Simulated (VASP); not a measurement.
# RbCl (Fm-3m) in VASP: a series of runs

RbCl is run at these levels: r2SCAN+D3(BJ); tasks: single point, relaxation of volume and atoms at fixed shape.

Program: VASP 6.6.1. These are calculated values, not measurements. Logs are shortened: lines on timing, memory, paths and dates and some standing lists are left out, and cuts for length are marked.

### 1 The cell of the first run

The structure is cubic, space group Fm-3m (No. 225). The conventional cell has a = 6.555 Å, b = 6.555 Å, c = 6.555 Å, α = 90.00°, β = 90.00°, γ = 90.00°. Rb (site symmetry m-3m) has 6 Cl at 3.28 Å within 4.3 Å. Within 4.3 Å of Cl (site symmetry m-3m) lie 6 Rb at 3.28 Å.

### 2 Single point, r2SCAN+D3(BJ)

Input file POSCAR:

```
RbCl
1.0
    0.0000000000      3.2777190435      3.2777190435
    3.2777190435      0.0000000000      3.2777190435
    3.2777190435      3.2777190435      0.0000000000
Rb Cl
1 1
Direct
    0.0000000000      0.0000000000      0.0000000000
    0.5000000000      0.5000000000      0.5000000000
```

Input file INCAR.step1:

```
SYSTEM = RbCl
ALGO = Normal ; EDIFF = 1E-5
ENCUT = 550 ; GGA = PE
GGA_COMPAT = .FALSE. ; ISMEAR = 0
LASPH = .TRUE. ; LCHARG = .FALSE.
LREAL = .FALSE. ; LWAVE = .TRUE.
NBANDS = 15 ; NELM = 120
PREC = Accurate ; SIGMA = 0.01
```

Input file INCAR.step2:

```
SYSTEM = RbCl
ALGO = Normal ; EDIFF = 1E-6
ENCUT = 550 ; GGA_COMPAT = .FALSE.
ISIF = 2 ; ISMEAR = 0
ISTART = 1 ; IVDW = 12
LASPH = .TRUE. ; LCHARG = .TRUE.
LELF = .TRUE. ; LMIXTAU = .TRUE.
LREAL = .FALSE. ; LVHAR = .TRUE.
LWAVE = .FALSE. ; METAGGA = R2SCAN
NBANDS = 15 ; NELM = 120
PREC = Accurate ; SIGMA = 0.01
VDW_A1 = 0.49484001 ; VDW_A2 = 5.73083694
VDW_S6 = 1.0 ; VDW_S8 = 0.78981345
```

Input file KPOINTS:

```
k-points
0
G
  5 5 5
  0 0 0
```

Potentials or basis: VASP PAW PBE potentials, release 64 (Rb_sv, Cl).

On the command line:

```
$ cat potpaw_PBE.64/Rb_sv/POTCAR potpaw_PBE.64/Cl/POTCAR > POTCAR
$ cp INCAR.step1 INCAR
$ mpirun -np 1 vasp_std > vasp.out
$ cp INCAR.step2 INCAR
$ mpirun -np 1 vasp_std > vasp.out
```

OUTCAR:

```text
SYSTEM = RbCl
   EDIFF = 1E-6
   ENCUT = 550
   ISIF = 2
   ISMEAR = 0
   ISTART = 1
   IVDW = 12
   LASPH = .TRUE.
   LREAL = .FALSE.
   METAGGA = R2SCAN
   NELM = 120
   PREC = Accurate
 IVDW          = 12

 ion  position               nearest neighbor table
   1  0.000  0.000  0.000-   2 3.28   2 3.28   2 3.28   2 3.28   2 3.28   2 3.28
   2  0.500  0.500  0.500-   1 3.28   1 3.28   1 3.28   1 3.28   1 3.28   1 3.28

  LATTYP: Found a face centered cubic cell.
 ALAT       =     6.5554380870

  Lattice vectors:

 A1 = (   0.0000000000,   3.2777190435,   3.2777190435)
 A2 = (   3.2777190435,   0.0000000000,   3.2777190435)
 A3 = (   3.2777190435,   3.2777190435,   0.0000000000)

Analysis of symmetry for initial positions (statically):
=====================================================================
 Subroutine PRICEL returns:
 Original cell was already a primitive cell.

 Routine SETGRP: Setting up the symmetry group for a
 face centered cubic supercell.

 Subroutine GETGRP returns: Found 48 space group operations
 (whereof 48 operations were pure point group operations)
 out of a pool of 48 trial point group operations.

The static configuration has the point symmetry O_h .

Analysis of symmetry for dynamics (positions and initial velocities):
=====================================================================
 Subroutine PRICEL returns:
 Original cell was already a primitive cell.

 Routine SETGRP: Setting up the symmetry group for a
 face centered cubic supercell.

 Subroutine GETGRP returns: Found 48 space group operations
 (whereof 48 operations were pure point group operations)
 out of a pool of 48 trial point group operations.

The dynamic configuration has the point symmetry O_h .

 Subroutine INISYM returns: Found 48 space group operations
 (whereof 48 operations are pure point group operations),
 and found     1 'primitive' translations

----------------------------------------------------------------------------------------

                                     Primitive cell

  volume of cell :      70.4280

  direct lattice vectors                    reciprocal lattice vectors
     0.000000000  3.277719043  3.277719043    -0.152545106  0.152545106  0.152545106
     3.277719043  0.000000000  3.277719043     0.152545106 -0.152545106  0.152545106
     3.277719043  3.277719043  0.000000000     0.152545106  0.152545106 -0.152545106

  length of vectors
     4.635394725  4.635394725  4.635394725     0.264215875  0.264215875  0.264215875

  position of ions in fractional coordinates (direct lattice)
     0.000000000  0.000000000  0.000000000
     0.500000000  0.500000000  0.500000000

  ion indices of the primitive-cell ions
   primitive index   ion index
                 1           1
                 2           2

----------------------------------------------------------------------------------------

 KPOINTS: k-points

Automatic generation of k-mesh.
 Grid dimensions read from file:
 generate k-points for:    5    5    5

 Generating k-lattice:

  Cartesian coordinates                     Fractional coordinates (reciprocal lattice)
    -0.030509021  0.030509021  0.030509021     0.200000000  0.000000000  0.000000000
     0.030509021 -0.030509021  0.030509021     0.000000000  0.200000000  0.000000000
     0.030509021  0.030509021 -0.030509021     0.000000000  0.000000000  0.200000000

  Length of vectors
     0.052843175  0.052843175  0.052843175

  Shift w.r.t. Gamma in fractional coordinates (k-lattice)
     0.000000000  0.000000000  0.000000000

 Subroutine IBZKPT returns following result:
 ===========================================

 Found     10 irreducible k-points:

 Following reciprocal coordinates:
            Coordinates               Weight
  0.000000  0.000000  0.000000      1.000000
  0.200000  0.000000  0.000000      8.000000
  0.400000  0.000000  0.000000      8.000000
  0.200000  0.200000  0.000000      6.000000
  0.400000  0.200000  0.000000     24.000000
 -0.400000  0.200000  0.000000     24.000000
 -0.200000  0.200000  0.000000     12.000000
  0.400000  0.400000  0.000000      6.000000
 -0.400000  0.400000  0.000000     12.000000
 -0.400000  0.400000  0.200000     24.000000
   k-points           NKPTS =     10   k-points in BZ     NKDIM =     10   number of bands    NBANDS=     15
   number of dos      NEDOS =    301   number of ions     NIONS =      2
   total plane-waves  NPLWV =  46656
   dimension x,y,z NGX =    36 NGY =   36 NGZ =   36
   dimension x,y,z NGXF=    72 NGYF=   72 NGZF=   72
   ions per type =               1   1
   NGX,Y,Z   is equivalent  to a cutoff of  12.91, 12.91, 12.91 a.u.
   NGXF,Y,Z  is equivalent  to a cutoff of  25.82, 25.82, 25.82 a.u.
 SYSTEM =  RbCl
   PREC   = accura    normal or accurate (medium, high low for compatibility)
   ISTART =      1    job   : 0-new  1-cont  2-samecut
   ICHARG =      0    charge: 1-file 2-atom 10-const
   ISPIN  =      1    spin polarized calculation?
   LNONCOLLINEAR =      F non collinear calculations
   LSORBIT =      F    spin-orbit coupling
   LASPH  =      T    aspherical Exc in radial PAW
   ENCUT  =  550.0 eV  40.42 Ry    6.36 a.u.   8.86  8.86  8.86*2*pi/ulx,y,z
   NELM   =    120;   NELMIN=  2; NELMDL=  0     # of ELM steps
   EDIFF  = 0.1E-05   stopping-criterion for ELM
   LREAL  =      F    real-space projection
   EDIFFG = 0.1E-04   stopping-criterion for IOM
   NSW    =      0    number of steps for IOM
   IBRION =     -1    ionic relax: 0-MD 1-quasi-New 2-CG
   NFREE  =      0    steps in history (QN), initial steepest desc. (CG)
   ISIF   =      2    stress and relaxation
   ISYM   =      2    0-nonsym 1-usesym 2-fastsym
   POTIM  = 0.5000    time-step for ionic-motion
   TEBEG  =    0.0;   TEEND  =   0.0 temperature during run
   PSTRESS=    0.0 pullay stress
   NELECT =      16.0000    total number of electrons
   NUPDOWN=      -1.0000    fix difference up-down
   EMIN   =  10.00;   EMAX   =-10.00  energy-range for DOS
   EFERMI =   0.00;   METHOD = LEGACY
   ISMEAR =     0;   SIGMA  =   0.01  broadening in eV -4-tet -1-fermi 0-gaus
   EFERMI_NEDOS =   21; number of points for ismear=-14 and -15
   IALGO  =     38    algorithm
   IMIX   =      4    mixing-type and parameters
     AMIX     =   0.40;   BMIX     =  1.00
     AMIX_MAG =   1.60;   BMIX_MAG =  1.00
  volume/ion in A,a.u.               =      35.21       237.64
  Fermi-wavevector in a.u.,A,eV,Ry     =   0.998926  1.887695 13.576603  0.997852
  Thomas-Fermi vector in A             =   2.131182
   LORBIT       =      0    0 simple, 1 ext, 2 COOP (PROOUT), +10 PAW based schemes
   METAGGA = R2SCAN    functional components
   LHFCALC =     F    Hartree Fock is set to
   AEXX    =    0.0000 exact exchange contribution
   IVDW    =    12    specifies the selected vdW correction
   LEPSILON=     F    determine dielectric tensor
   LRPA    =     F    only Hartree local field effects (RPA)
 non-spin polarized calculation
 Gauss-broadening in eV      SIGMA  =   0.01
  energy-cutoff  :      550.00
  volume of cell :       70.43
 maximum number of plane-waves:      2085
   NGX = 17   NGY = 17   NGZ = 17

 number of electron      16.0000001 magnetization

 Free energy of the ion-electron system (eV)
  ---------------------------------------------------
  ext. energy  EPLUGINS =         0.00000000
  ---------------------------------------------------
  free energy    TOTEN  =       -24.38245418 eV

  energy without entropy =      -24.38245418  energy(sigma->0) =      -24.38245418

 E-fermi :  -2.1670     XC(G=0):  -7.8321

 val. band max:       -2.2527412420   @ k =   0.0000   0.0000   0.0000
 cond. band min:       3.3867912072   @ k =   0.0000   0.0000   0.0000
 fundamental gap:      5.6395324492
 Fermi energy:        -2.1669659294

 k-point     1 :       0.0000    0.0000    0.0000
  band No.  band energies     occupation
      1     -26.8621      2.00000
      2     -14.8099      2.00000
      3     -10.3648      2.00000
      4     -10.3648      2.00000
      5     -10.3648      2.00000
      6      -2.2527      2.00000
      7      -2.2527      2.00000
      8      -2.2527      2.00000
      9       3.3868      0.00000
     10       6.3673      0.00000
     11       6.3673      0.00000
     12       6.3673      0.00000
     13       7.5482      0.00000
     14       7.5482      0.00000
     15      10.1861      0.00000

 k-point     2 :       0.2000    0.0000    0.0000
  band No.  band energies     occupation
      1     -26.8561      2.00000
      2     -14.8320      2.00000
      3     -10.3686      2.00000
      4     -10.3686      2.00000
      5     -10.3540      2.00000
      6      -2.5935      2.00000
      7      -2.3767      2.00000
      8      -2.3767      2.00000
      9       4.2526      0.00000
     10       6.0911      0.00000
     11       6.8861      0.00000
     12       6.8861      0.00000
     13       8.1521      0.00000
     14       8.1521      0.00000
     15      11.7687      0.00000

 k-point     3 :       0.4000    0.0000    0.0000
  band No.  band energies     occupation
      1     -26.8462      2.00000
      2     -14.8674      2.00000
      3     -10.3745      2.00000
      4     -10.3745      2.00000
      5     -10.3371      2.00000
      6      -3.0477      2.00000
      7      -2.5651      2.00000
      8      -2.5651      2.00000
      9       5.7575      0.00000
     10       6.2066      0.00000
     11       8.2375      0.00000
     12       8.2375      0.00000
     13       9.5100      0.00000
     14       9.5100      0.00000
     15      11.1017      0.00000
[... 91 lines left out ...]
 k-point     9 :      -0.4000    0.4000    0.0000
  band No.  band energies     occupation
      1     -26.8398      2.00000
      2     -14.7857      2.00000
      3     -10.6028      2.00000
      4     -10.4462      2.00000
      5     -10.4379      2.00000
      6      -2.5654      2.00000
      7      -2.5522      2.00000
      8      -2.4390      2.00000
      9       4.9178      0.00000
     10       7.2739      0.00000
     11       7.3870      0.00000
     12       8.6791      0.00000
     13       9.2606      0.00000
     14       9.7421      0.00000
     15      11.1152      0.00000

 k-point    10 :      -0.4000    0.4000    0.2000
  band No.  band energies     occupation
      1     -26.8409      2.00000
      2     -14.8069      2.00000
      3     -10.5193      2.00000
      4     -10.5146      2.00000
      5     -10.3595      2.00000
      6      -2.7486      2.00000
      7      -2.5460      2.00000
      8      -2.4493      2.00000
      9       5.5112      0.00000
     10       6.2966      0.00000
     11       7.8390      0.00000
     12       8.7543      0.00000
     13       9.5779      0.00000
     14       9.8394      0.00000
     15      10.7236      0.00000

------------------------ aborting loop because EDIFF is reached ----------------------------------------

 Edisp (eV)   -0.17737

 E8    (eV) :    -0.0678

  FORCE on cell =-STRESS in cart. coord.  units (eV):
  Direction    XX          YY          ZZ          XY          YZ          ZX
  --------------------------------------------------------------------------------------
  -------------------------------------------------------------------------------------
  Total       0.02860     0.02860     0.02860    -0.00000    -0.00000     0.00000
  in kB       0.65065     0.65065     0.65065    -0.00000    -0.00000     0.00000
  external pressure =        0.65 kB  Pullay stress =        0.00 kB

 VOLUME and BASIS-vectors are now :
 -----------------------------------------------------------------------------
  energy-cutoff  :      550.00
  volume of cell :       70.43
      direct lattice vectors                 reciprocal lattice vectors
     0.000000000  3.277719043  3.277719043    -0.152545106  0.152545106  0.152545106
     3.277719043  0.000000000  3.277719043     0.152545106 -0.152545106  0.152545106
     3.277719043  3.277719043  0.000000000     0.152545106  0.152545106 -0.152545106

 POSITION                                       TOTAL-FORCE (eV/Angst)
 -----------------------------------------------------------------------------------
      0.00000      0.00000      0.00000         0.000000      0.000000      0.000000
      3.27772      3.27772      3.27772        -0.000000     -0.000000     -0.000000
 -----------------------------------------------------------------------------------
    total drift:                                0.000000      0.000000      0.000000

  FREE ENERGIE OF THE ION-ELECTRON SYSTEM (eV)
  ---------------------------------------------------
  free  energy   TOTEN  =       -24.5598238283 eV

  energy  without entropy=      -24.5598238283  energy(sigma->0) =      -24.55982383
```

Wall time 60 s (1 thread of AMD EPYC 7R43 (Zen 3), shared host); peak memory 0.19 GiB.

What came out:

```yaml
Free_energy: -24.5598 eV
Pressure: 0.1 GPa
Band_gap_on_the_k_mesh: 5.64 eV
Dispersion_energy_per_atom: -0.089 eV
```

Caveat: the PAW data sets were made with another functional, which shifts forces and pressure a little. r2SCAN opens gaps a little over a GGA but as a rule still falls short of measured ones.

### 3 Relaxation of volume and atoms at fixed shape, r2SCAN+D3(BJ)

This run uses another cell than the first one, of 35.09 Å³/atom.

Input file POSCAR:

```
RbCl
1.0
    0.0000000000      3.2740000000      3.2740000000
    3.2740000000      0.0000000000      3.2740000000
    3.2740000000      3.2740000000      0.0000000000
Rb Cl
1 1
Direct
    0.0000000000      0.0000000000      0.0000000000
    0.5000000000      0.5000000000      0.5000000000
```

Input file INCAR.step1:

```
SYSTEM = RbCl
PREC     = Accurate       ! precision mode
ENCUT    = 550            ! plane-wave cutoff, eV
ISMEAR   = 0              ! smearing method
SIGMA    = 0.01           ! smearing width, eV
LREAL    = .FALSE.        ! projectors in reciprocal space
LASPH    = .TRUE.         ! aspherical terms in the spheres
NELM     = 120            ! most SCF steps
GGA      = PE             ! functional
ALGO     = Normal         ! electronic algorithm
EDIFF    = 1E-5           ! SCF threshold, eV
LWAVE    = .TRUE.         ! write WAVECAR
LCHARG   = .FALSE.        ! write CHGCAR
GGA_COMPAT= .FALSE.      
IBRION   = 2              ! ionic algorithm
ISIF     = 3              ! what is computed and relaxed
EDIFFG   = -0.005         ! ionic threshold
NELMIN   = 4            
NSW      = 100            ! ionic steps
```

Input file INCAR.step2:

```
SYSTEM = RbCl
PREC     = Accurate       ! precision mode
ENCUT    = 550            ! plane-wave cutoff, eV
EDIFF    = 1E-7           ! SCF threshold, eV
ISMEAR   = 0              ! smearing method
SIGMA    = 0.01           ! smearing width, eV
LREAL    = .FALSE.        ! projectors in reciprocal space
LASPH    = .TRUE.         ! aspherical terms in the spheres
NELM     = 120            ! most SCF steps
ALGO     = Normal         ! electronic algorithm
ISIF     = 8              ! what is computed and relaxed
LWAVE    = .FALSE.        ! write WAVECAR
LCHARG   = .FALSE.        ! write CHGCAR
METAGGA  = R2SCAN         ! meta-GGA
LMIXTAU  = .TRUE.       
IVDW     = 12             ! dispersion correction
VDW_S6   = 1.0          
VDW_S8   = 0.78981345   
VDW_A1   = 0.49484001   
VDW_A2   = 5.73083694   
IBRION   = 2              ! ionic algorithm
NSW      = 80             ! ionic steps
EDIFFG   = -0.03          ! ionic threshold
ISTART   = 1            
GGA_COMPAT= .FALSE.      
NELMIN   = 4
```

Input file KPOINTS:

```
regular mesh
0
G
  5 5 5
  0 0 0
```

Potentials or basis: VASP PAW PBE potentials, release 64 (Rb_sv, Cl).

On the command line:

```
$ cat potpaw_PBE.64/Rb_sv/POTCAR potpaw_PBE.64/Cl/POTCAR > POTCAR
$ cp INCAR.step1 INCAR
$ mpirun -np 1 vasp_std > vasp.out
$ cp INCAR.step2 INCAR
$ mpirun -np 1 vasp_std > vasp.out
```

It took 88 s on 1 thread of AMD EPYC 7R43 (Zen 3), shared host; peak memory 0.19 GiB.

Results (log left out):

* Free energy: -24.5596 eV
* Pressure after relaxing: 0.1 GPa
* Band gap on the k mesh: 5.65 eV
* Dispersion energy per atom: -0.089 eV

Final structure:
```cif
data_structure
_symmetry_space_group_name_H-M 'P 1'
_symmetry_Int_Tables_number 1
_cell_length_a 4.6301
_cell_length_b 4.6301
_cell_length_c 4.6301
_cell_angle_alpha 60.000
_cell_angle_beta 60.000
_cell_angle_gamma 60.000
_cell_volume 70.19
loop_
_atom_site_label
_atom_site_type_symbol
_atom_site_fract_x
_atom_site_fract_y
_atom_site_fract_z
_atom_site_occupancy
Rb1 Rb 0.00000 0.00000 0.00000 1
Cl1 Cl 0.50000 0.50000 0.50000 1
```

Levels at points of the mesh, in eV from the valence-band top:
```tsv
k point	band 5	band 6	band 7	band 8	band 9	band 10	band 11	band 12
(0.00, 0.00, 0.00)	-8.10	0.00	0.00	0.00	5.65	8.62	8.62	8.62
```

Caveat: the relaxation stopped at its first step, so nothing moved; the PAW data sets were made with another functional, which shifts forces and pressure a little.
